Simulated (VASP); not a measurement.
# Ba (Im-3m) in VASP: notebook

Runs on Ba. Level: LDA. Tasks: single point, relaxation of cell and atoms.

Everything below comes from runs of VASP 6.6.1. Logs are shortened: lines on timing, memory, paths and dates and some standing lists are left out, and cuts for length are marked.

### Step 1. The cell of the first run

The structure is cubic, space group Im-3m (No. 229). Conventional cell: a = 4.627 Å, b = 4.627 Å, c = 4.627 Å, α = 90.00°, β = 90.00°, γ = 90.00°. Within 5.3 Å of Ba (site symmetry m-3m) lie 14 Ba at 4.01 to 4.63 Å.

### Step 2. Single point, LDA (49.54 Å³/atom)

Input file INCAR:

```
SYSTEM = Ba
  PREC = Accurate
  ENCUT = 520
  EDIFF = 1E-6
  ISMEAR = -1
  SIGMA = 0.1
  LREAL = .False.
  LASPH = .True.
  NELM = 100
  ALGO = Normal
  ISIF = 2
  LWAVE = .False.
  LCHARG = .False.
  GGA = CA
  NBANDS = 11
```

Input file KPOINTS:

```
Automatic mesh
0
Gamma
  15 15 15
  0 0 0
```

Input file POSCAR:

```
Ba
1.0
   -2.3137290200      2.3137290200      2.3137290200
    2.3137290200     -2.3137290200      2.3137290200
    2.3137290200      2.3137290200     -2.3137290200
Ba
1
Direct
    0.0000000000      0.0000000000      0.0000000000
```

Potentials or basis: VASP PAW LDA potentials, release 64 (Ba_sv).

Launch:

```bash
$ cat potpaw_LDA.64/Ba_sv/POTCAR > POTCAR
$ mpirun -np 1 vasp_std > vasp.out
```

OUTCAR:

```text
SYSTEM = Ba
   PREC = Accurate
   ENCUT = 520
   EDIFF = 1E-6
   ISMEAR = -1
   LREAL = .False.
   LASPH = .True.
   NELM = 100
   ISIF = 2
   GGA = CA

 ion  position               nearest neighbor table
   1  0.000  0.000  0.000-

  LATTYP: Found a body centered cubic cell.
 ALAT       =     4.6274580400

  Lattice vectors:

 A1 = (  -2.3137290200,   2.3137290200,   2.3137290200)
 A2 = (   2.3137290200,  -2.3137290200,   2.3137290200)
 A3 = (   2.3137290200,   2.3137290200,  -2.3137290200)

Analysis of symmetry for initial positions (statically):
=====================================================================
 Subroutine PRICEL returns:
 Original cell was already a primitive cell.

 Routine SETGRP: Setting up the symmetry group for a
 body centered cubic supercell.

 Subroutine GETGRP returns: Found 48 space group operations
 (whereof 48 operations were pure point group operations)
 out of a pool of 48 trial point group operations.

The static configuration has the point symmetry O_h .

Analysis of symmetry for dynamics (positions and initial velocities):
=====================================================================
 Subroutine PRICEL returns:
 Original cell was already a primitive cell.

 Routine SETGRP: Setting up the symmetry group for a
 body centered cubic supercell.

 Subroutine GETGRP returns: Found 48 space group operations
 (whereof 48 operations were pure point group operations)
 out of a pool of 48 trial point group operations.

The dynamic configuration has the point symmetry O_h .

 Subroutine INISYM returns: Found 48 space group operations
 (whereof 48 operations are pure point group operations),
 and found     1 'primitive' translations

----------------------------------------------------------------------------------------

                                     Primitive cell

  volume of cell :      49.5447

  direct lattice vectors                    reciprocal lattice vectors
    -2.313729020  2.313729020  2.313729020     0.000000000  0.216101365  0.216101365
     2.313729020 -2.313729020  2.313729020     0.216101365  0.000000000  0.216101365
     2.313729020  2.313729020 -2.313729020     0.216101365  0.216101365  0.000000000

  length of vectors
     4.007496218  4.007496218  4.007496218     0.305613482  0.305613482  0.305613482

  position of ions in fractional coordinates (direct lattice)
     0.000000000  0.000000000  0.000000000

  ion indices of the primitive-cell ions
   primitive index   ion index
                 1           1

----------------------------------------------------------------------------------------

 KPOINTS: Automatic mesh

Automatic generation of k-mesh.
 Grid dimensions read from file:
 generate k-points for:   15   15   15

 Generating k-lattice:

  Cartesian coordinates                     Fractional coordinates (reciprocal lattice)
     0.000000000  0.014406758  0.014406758     0.066666667  0.000000000  0.000000000
     0.014406758  0.000000000  0.014406758     0.000000000  0.066666667  0.000000000
     0.014406758  0.014406758  0.000000000     0.000000000  0.000000000  0.066666667

  Length of vectors
     0.020374232  0.020374232  0.020374232

  Shift w.r.t. Gamma in fractional coordinates (k-lattice)
     0.000000000  0.000000000  0.000000000

 Subroutine IBZKPT returns following result:
 ===========================================

 Found    120 irreducible k-points:

 Following reciprocal coordinates:
            Coordinates               Weight
  0.000000  0.000000  0.000000      1.000000
  0.066667  0.000000  0.000000     12.000000
  0.133333  0.000000  0.000000     12.000000
  0.200000  0.000000  0.000000     12.000000
  0.266667  0.000000  0.000000     12.000000
  0.333333  0.000000  0.000000     12.000000
[... 16 lines left out ...]
  0.333333  0.200000  0.000000     48.000000
  0.400000  0.200000 -0.000000     24.000000
 [... further k-points ...]
   k-points           NKPTS =    120   k-points in BZ     NKDIM =    120   number of bands    NBANDS=     11
   number of dos      NEDOS =    301   number of ions     NIONS =      1
   total plane-waves  NPLWV =  27000
   dimension x,y,z NGX =    30 NGY =   30 NGZ =   30
   dimension x,y,z NGXF=    60 NGYF=   60 NGZF=   60
   ions per type =               1
   NGX,Y,Z   is equivalent  to a cutoff of  12.45, 12.45, 12.45 a.u.
   NGXF,Y,Z  is equivalent  to a cutoff of  24.89, 24.89, 24.89 a.u.
 SYSTEM =  Ba
   PREC   = accura    normal or accurate (medium, high low for compatibility)
   ISTART =      0    job   : 0-new  1-cont  2-samecut
   ICHARG =      2    charge: 1-file 2-atom 10-const
   ISPIN  =      1    spin polarized calculation?
   LNONCOLLINEAR =      F non collinear calculations
   LSORBIT =      F    spin-orbit coupling
   LASPH  =      T    aspherical Exc in radial PAW
   ENCUT  =  520.0 eV  38.22 Ry    6.18 a.u.   7.45  7.45  7.45*2*pi/ulx,y,z
   NELM   =    100;   NELMIN=  2; NELMDL= -5     # of ELM steps
   EDIFF  = 0.1E-05   stopping-criterion for ELM
   LREAL  =      F    real-space projection
   EDIFFG = 0.1E-04   stopping-criterion for IOM
   NSW    =      0    number of steps for IOM
   IBRION =     -1    ionic relax: 0-MD 1-quasi-New 2-CG
   NFREE  =      0    steps in history (QN), initial steepest desc. (CG)
   ISIF   =      2    stress and relaxation
   ISYM   =      2    0-nonsym 1-usesym 2-fastsym
   POTIM  = 0.5000    time-step for ionic-motion
   TEBEG  =    0.0;   TEEND  =   0.0 temperature during run
   PSTRESS=    0.0 pullay stress
   NELECT =      10.0000    total number of electrons
   NUPDOWN=      -1.0000    fix difference up-down
   EMIN   =  10.00;   EMAX   =-10.00  energy-range for DOS
   EFERMI =   0.00;   METHOD = LEGACY
   ISMEAR =    -1;   SIGMA  =   0.10  broadening in eV -4-tet -1-fermi 0-gaus
   EFERMI_NEDOS =   21; number of points for ismear=-14 and -15
   IALGO  =     38    algorithm
   IMIX   =      4    mixing-type and parameters
     AMIX     =   0.40;   BMIX     =  1.00
     AMIX_MAG =   1.60;   BMIX_MAG =  1.00
  volume/ion in A,a.u.               =      49.54       334.34
  Fermi-wavevector in a.u.,A,eV,Ry     =   0.960305  1.814713 12.547087  0.922185
  Thomas-Fermi vector in A             =   2.089577
   LORBIT       =      0    0 simple, 1 ext, 2 COOP (PROOUT), +10 PAW based schemes
   GGA     = CA    functional components
   LHFCALC =     F    Hartree Fock is set to
   AEXX    =    0.0000 exact exchange contribution
   IVDW    =     0    specifies the selected vdW correction
   LEPSILON=     F    determine dielectric tensor
   LRPA    =     F    only Hartree local field effects (RPA)
 non-spin polarized calculation
  energy-cutoff  :      520.00
  volume of cell :       49.54
 maximum number of plane-waves:      1409
 NGX is ok and might be reduce to    30
   NGX = 15   NGY = 15   NGZ = 15

 number of electron      10.0000000 magnetization

 number of electron       9.9999999 magnetization

 Free energy of the ion-electron system (eV)
  ---------------------------------------------------
  ext. energy  EPLUGINS =         0.00000000
  ---------------------------------------------------
  free energy    TOTEN  =        -2.25413741 eV

  energy without entropy =       -2.21477119  energy(sigma->0) =       -2.23445430

 E-fermi :   2.3197     XC(G=0):  -8.4377

 val. band max:        2.3193900172   @ k =   0.3333   0.3333   0.0000
 cond. band min:       2.3295800017   @ k =   0.3333   0.2667   0.0667
 fundamental gap:      0.0101899845
 Fermi energy:         2.3197023903

 k-point     1 :       0.0000    0.0000    0.0000
  band No.  band energies     occupation
      1     -26.1776      2.00000
      2     -10.9197      2.00000
      3     -10.9197      2.00000
      4     -10.9197      2.00000
      5      -0.5026      2.00000
      6       4.3181      0.00000
      7       4.3181      0.00000
      8       4.3181      0.00000
      9       6.1449      0.00000
     10       6.1449      0.00000
     11       9.9785      0.00000

 k-point     2 :       0.0667    0.0000    0.0000
  band No.  band energies     occupation
      1     -26.1724      2.00000
      2     -10.9677      2.00000
      3     -10.9335      2.00000
      4     -10.9203      2.00000
      5      -0.3880      2.00000
      6       4.2256      0.00000
      7       4.2782      0.00000
      8       4.4326      0.00000
      9       5.9701      0.00000
     10       6.1313      0.00000
     11      10.1140      0.00000

 k-point     3 :       0.1333    0.0000    0.0000
  band No.  band energies     occupation
      1     -26.1578      2.00000
      2     -11.0999      2.00000
      3     -10.9722      2.00000
      4     -10.9218      2.00000
      5      -0.0670      2.00000
      6       3.9887      0.00000
      7       4.1102      0.00000
      8       4.7716      0.00000
      9       5.7273      0.00000
     10       6.1119      0.00000
     11      10.4609      0.00000

 k-point     4 :       0.2000    0.0000    0.0000
  band No.  band energies     occupation
      1     -26.1360      2.00000
      2     -11.2860      2.00000
      3     -11.0282      2.00000
      4     -10.9241      2.00000
      5       0.3897      2.00000
      6       3.6884      0.00000
      7       3.8169      0.00000
      8       5.3227      0.00000
      9       5.7144      0.00000
     10       6.1308      0.00000
     11      10.7849      0.00000

 k-point     5 :       0.2667    0.0000    0.0000
  band No.  band energies     occupation
      1     -26.1109      2.00000
      2     -11.4888      2.00000
      3     -11.0911      2.00000
      4     -10.9268      2.00000
      5       0.8512      2.00000
      6       3.3932      0.00004
      7       3.6048      0.00001
      8       5.8922      0.00000
      9       6.0645      0.00000
     10       6.2240      0.00000
     11      10.6106      0.00000
[... 211 lines left out ...]
 k-point    21 :       0.2000    0.2000    0.0000
  band No.  band energies     occupation
      1     -26.0808      2.00000
      2     -11.6365      2.00000
      3     -11.1899      2.00000
      4     -11.0007      2.00000
      5       1.5553      1.99904
      6       3.0287      0.00167
      7       3.3950      0.00004
      8       5.6243      0.00000
      9       6.8308      0.00000
     10       7.3125      0.00000
     11      10.4541      0.00000

 k-point    22 :       0.2667    0.2000    0.0000
  band No.  band energies     occupation
      1     -26.0628      2.00000
      2     -11.7177      2.00000
      3     -11.2794      2.00000
      4     -11.0144      2.00000
      5       1.8254      1.98584
      6       2.9312      0.00441
      7       3.4576      0.00002
      8       5.8303      0.00000
      9       6.8418      0.00000
     10       8.1861      0.00000
     11      10.1936      0.00000

 k-point    23 :       0.3333    0.2000    0.0000
  band No.  band energies     occupation
      1     -26.0505      2.00000
      2     -11.7654      2.00000
      3     -11.3484      2.00000
      4     -11.0213      2.00000
      5       1.8814      1.97532
      6       2.9392      0.00407
      7       3.6450      0.00000
      8       5.9898      0.00000
      9       6.8845      0.00000
     10       8.9472      0.00000
     11       9.8211      0.00000

 k-point    24 :       0.4000    0.2000   -0.0000
  band No.  band energies     occupation
      1     -26.0462      2.00000
      2     -11.7807      2.00000
      3     -11.3744      2.00000
      4     -11.0235      2.00000
      5       1.8758      1.97667
      6       2.9469      0.00377
      7       3.7578      0.00000
      8       5.9987      0.00000
      9       7.0042      0.00000
     10       9.2285      0.00000
     11       9.5850      0.00000

 [... further k-points ...]
[... 5 lines left out ...]
  --------------------------------------------------------------------------------------
  -------------------------------------------------------------------------------------
  Total        0.3394533      0.3394533      0.3394533      0.0000000      0.0000000      0.0000000
  in kB       10.9772395     10.9772395     10.9772395      0.0000000      0.0000000      0.0000000
  external PRESSURE =      10.9772395 kB  Pullay stress =       0.0000000 kB

 VOLUME and BASIS-vectors are now :
 -----------------------------------------------------------------------------
  energy-cutoff  :      520.00
  volume of cell :       49.54
      direct lattice vectors                 reciprocal lattice vectors
    -2.313729020  2.313729020  2.313729020     0.000000000  0.216101365  0.216101365
     2.313729020 -2.313729020  2.313729020     0.216101365  0.000000000  0.216101365
     2.313729020  2.313729020 -2.313729020     0.216101365  0.216101365  0.000000000

 POSITION                                       TOTAL-FORCE (eV/Angst)
 -----------------------------------------------------------------------------------
      0.00000      0.00000      0.00000         0.000000     -0.000000      0.000000
 -----------------------------------------------------------------------------------
    total drift:                               -0.000000     -0.000000      0.000000

  FREE ENERGIE OF THE ION-ELECTRON SYSTEM (eV)
  ---------------------------------------------------
  free  energy   TOTEN  =        -2.2541374144 eV

  energy  without entropy=       -2.2147711914  energy(sigma->0) =       -2.23445430
```

Run time: 32 s. Hardware: 1 thread of Intel Xeon Platinum 8488C (Sapphire Rapids), shared host; peak memory 0.19 GiB.

Results:

```
Free energy            : -2.2541 eV
Pressure               : 1.1 GPa
Band gap on the k mesh : zero (bands 5 and 6 overlap by 1.48 eV)
```

Levels at points of the mesh, in eV from the Fermi level:
| k point | band 3 | band 4 | band 5 | band 6 | band 7 | band 8 |
| --- | --- | --- | --- | --- | --- | --- |
| (0.00, 0.00, 0.00) | -13.24 | -13.24 | -2.82 | 2.00 | 2.00 | 2.00 |

Caveat: spin-orbit coupling is left out, which moves the levels of the heavy elements.

### Step 3. Single point, LDA (51.70 Å³/atom)

This run uses another cell than the first one, of 51.70 Å³/atom.

Input file INCAR:

```
PREC     = Accurate       # precision mode
ENCUT    = 520            # plane-wave cutoff, eV
EDIFF    = 1E-6           # SCF threshold, eV
ISMEAR   = -1             # smearing method
SIGMA    = 0.1            # smearing width, eV
LREAL    = F              # projectors in reciprocal space
LASPH    = T              # aspherical terms in the spheres
NELM     = 100            # most SCF steps
ALGO     = Normal         # electronic algorithm
ISIF     = 2              # what is computed and relaxed
LWAVE    = F              # write WAVECAR
LCHARG   = F              # write CHGCAR
NBANDS   = 11             # bands
```

Input file KPOINTS:

```
Automatic mesh
0
Gamma
  15 15 15
```

Input file POSCAR:

```
Ba
1.0
   -2.3467867580      2.3467867580      2.3467867580
    2.3467867580     -2.3467867580      2.3467867580
    2.3467867580      2.3467867580     -2.3467867580
Ba
1
Direct
    0.0000000000      0.0000000000      0.0000000000
```

Potentials or basis: VASP PAW LDA potentials, release 64 (Ba_sv).

Launch:

```bash
$ cat potpaw_LDA.64/Ba_sv/POTCAR > POTCAR
$ mpirun -np 1 vasp_std > vasp.out
```

Wall time 32 s (1 thread of Intel Xeon Platinum 8488C (Sapphire Rapids), shared host); peak memory 0.19 GiB.

Results (log left out):

| Item | Value |
| --- | --- |
| Free energy | -2.2652 eV |
| Pressure | 0.6 GPa |
| Band gap on the k mesh | zero (bands 5 and 6 overlap by 1.36 eV) |

Levels at points of the mesh, in eV from the Fermi level:
```
           k point  band 3  band 4  band 5  band 6  band 7  band 8
(0.00, 0.00, 0.00)  -13.34  -13.34   -2.82    1.96    1.96    1.96
```

Caveat: spin-orbit coupling is left out, which moves the levels of the heavy elements.

### Step 4. Relaxation of cell and atoms, LDA

This run uses another cell than the first one, of 62.50 Å³/atom.

Input file INCAR:

```
  PREC = Accurate
  ENCUT = 600
  EDIFF = 1E-6
  ISMEAR = -1
  SIGMA = 0.1
  LREAL = False
  LASPH = True
  NELM = 80
  ALGO = Normal
  ISIF = 3
  LWAVE = False
  LCHARG = False
  GGA = CA
  IBRION = 2
  NSW = 80
  EDIFFG = -0.01
```

Input file KPOINTS:

```
regular mesh
0
Gamma
  9 9 9
```

Input file POSCAR:

```
Ba
1.0
   -2.5000000000      2.5000000000      2.5000000000
    2.5000000000     -2.5000000000      2.5000000000
    2.5000000000      2.5000000000     -2.5000000000
Ba
1
Direct
    0.0000000000      0.0000000000      0.0000000000
```

Launch:

```bash
$ cat potpaw_LDA.64/Ba_sv/POTCAR > POTCAR
$ mpirun -np 1 vasp_std > vasp.out
```

Run time: 32 s. Hardware: 1 thread of Intel Xeon Platinum 8488C (Sapphire Rapids), shared host; peak memory 0.18 GiB.

It converged, with:

```
Free energy                           : -2.2695 eV
Relaxed volume                        : 54.21 Å³/atom
Relaxed cell                          : a = 4.129 Å, b = 4.129 Å, c = 4.129 Å, α = 109.47°, β = 109.47°, γ = 109.47°
Space group after relaxing (to 0.1 Å) : Im-3m (No. 229)
Energy gained by relaxing             : 33.3 meV/atom
Ionic steps                           : 4
Pressure after relaxing               : 0.0 GPa
Band gap on the k mesh                : zero (bands 5 and 6 overlap by 1.24 eV)
```

Step by step:
| step | energy change (eV) | largest force (eV/Å) | pressure (GPa) | volume (Å³) |
| --- | --- | --- | --- | --- |
| 1 | 0.0000 | 0.0000 | -1.18 | 62.50 |
| 2 | -0.0240 | 0.0000 | -0.69 | 58.43 |
| 3 | -0.0332 | 0.0000 | -0.09 | 54.72 |
| 4 | -0.0333 | 0.0000 | 0.01 | 54.21 |

Final structure:
```yaml
crystal:
  lattice:
    - [-2.38413, 2.38413, 2.38413]
    - [2.38413, -2.38413, 2.38413]
    - [2.38413, 2.38413, -2.38413]
  atoms:
    - { symbol: Ba, position: [0.00000, 0.00000, 0.00000] }
```

Levels at points of the mesh, in eV from the Fermi level:
| k point | band 2 | band 3 | band 4 | band 5 | band 6 | band 7 | band 8 | band 9 |
| --- | --- | --- | --- | --- | --- | --- | --- | --- |
| (0.00, 0.00, 0.00) | -13.46 | -13.46 | -13.46 | -2.83 | 1.90 | 1.90 | 1.90 | 3.58 |

Caveat: spin-orbit coupling is left out, which moves the levels of the heavy elements. Zero-point motion and thermal expansion aren't in these numbers.

### Step 5. Single point, LDA

This run uses another cell than the first one, of 53.85 Å³/atom.

Input file INCAR:

```
SYSTEM = Ba
PREC = Accurate ; ENCUT = 520
EDIFF = 1E-6 ; ISMEAR = -1
SIGMA = 0.1 ; LREAL = .False.
LASPH = .True. ; NELM = 100
ALGO = Normal ; ISIF = 2
LWAVE = .False. ; LCHARG = .False.
GGA = CA ; NBANDS = 11
```

Input file KPOINTS:

```
Automatic mesh
0
Gamma
  15 15 15
  0 0 0
```

Input file POSCAR:

```
Ba
1.0
   -2.3789385171      2.3789385171      2.3789385171
    2.3789385171     -2.3789385171      2.3789385171
    2.3789385171      2.3789385171     -2.3789385171
Ba
1
Direct
    0.0000000000      0.0000000000      0.0000000000
```

Launch:

```bash
$ cat potpaw_LDA.64/Ba_sv/POTCAR > POTCAR
$ mpirun -np 1 vasp_std > vasp.out
```

Run time: 22 s. Hardware: 1 thread of Intel Xeon Platinum 8488C (Sapphire Rapids), shared host; peak memory 0.2 GiB.

It converged, with:

```
Free energy            : -2.2695 eV
Pressure               : 0.1 GPa
Band gap on the k mesh : zero (bands 5 and 6 overlap by 1.26 eV)
```

Levels at points of the mesh, in eV from the Fermi level:
| k point | band 1 | band 2 | band 3 | band 4 | band 5 | band 6 | band 7 | band 8 | band 9 | band 10 |
| --- | --- | --- | --- | --- | --- | --- | --- | --- | --- | --- |
| (0.00, 0.00, 0.00) | -28.59 | -13.43 | -13.43 | -13.43 | -2.82 | 1.91 | 1.91 | 1.91 | 3.60 | 3.60 |

Caveat: spin-orbit coupling is left out, which moves the levels of the heavy elements.

### Step 6. The runs side by side

```csv
task,cell,k mesh,cutoff (eV),gap on the mesh (eV),pressure (GPa)
single point,"a = 4.007 Å, angles 109.5°, 1 atom",15 × 15 × 15,520,none,1.1
single point,"a = 4.065 Å, angles 109.5°, 1 atom",15 × 15 × 15,520,none,0.6
relaxation of cell and atoms,"relaxed from a = 4.330 Å, angles 109.5°, 1 atom",9 × 9 × 9,600,none,0.0
single point,"a = 4.120 Å, angles 109.5°, 1 atom",15 × 15 × 15,520,none,0.1
```

Alike in all rows: level LDA; potentials or basis VASP PAW LDA potentials, release 64 (Ba_sv); no spin polarisation; smearing fermi-dirac 0.1 eV.

Caveats: spin-orbit coupling is left out, which moves the levels of the heavy elements.

Total energies depend on the potentials used, so only differences within one code and one set of settings carry meaning.

The gap in the log of VASP goes by the Fermi energy; the results here count the filled bands.